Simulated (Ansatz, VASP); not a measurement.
## AlN: VASP beside Ansatz

```xyz
8
Lattice="-3.1110 0.0000 0.0000 -1.5555 -2.6942 0.0000 0.0000 0.0000 10.7060" Properties=species:S:1:pos:R:3 pbc="T T T"
Al   -1.5555   -0.8981    8.9977
Al   -1.5555   -0.8981    4.0197
Al   -3.1110   -1.7961    1.5307
Al   -3.1110   -1.7961    6.5087
N    -1.5555   -0.8981    0.9583
N    -1.5555   -0.8981    5.9363
N    -3.1110   -1.7961    3.4473
N    -3.1110   -1.7961    8.4253
```

Alike in both runs: task single point; functional r2SCAN; k mesh 8 × 8 × 3; occupations gaussian, width 0.05 eV; no spin polarisation.

|  | VASP | Ansatz |
| --- | --- | --- |
| version | VASP 6.6.1 | Ansatz 0.2.0 |
| potentials or method | VASP PAW PBE potentials, release 64 (Al, N), cutoff 520 eV | scalar-relativistic, plane waves, PAW |
| valence electrons in the cell | 32 | 32 |

```csv
,VASP,Ansatz,Ansatz less VASP
gap on the k mesh at the Fermi level (eV),2.46,2.43,-0.031
least direct gap on the mesh (eV),2.46,2.43,-0.031
pressure (GPa),-5.6,-5.2,+0.36
"traceless stress, the component that is largest in VASP (GPa)",-7.90,-7.80,+0.107
rms of the force components (eV/Å),0.608,0.614,+0.0057
```

VASP's potentials were made for PBE, not for r2SCAN. Atom by atom the forces differ by 0.008 eV/Å (rms over components).
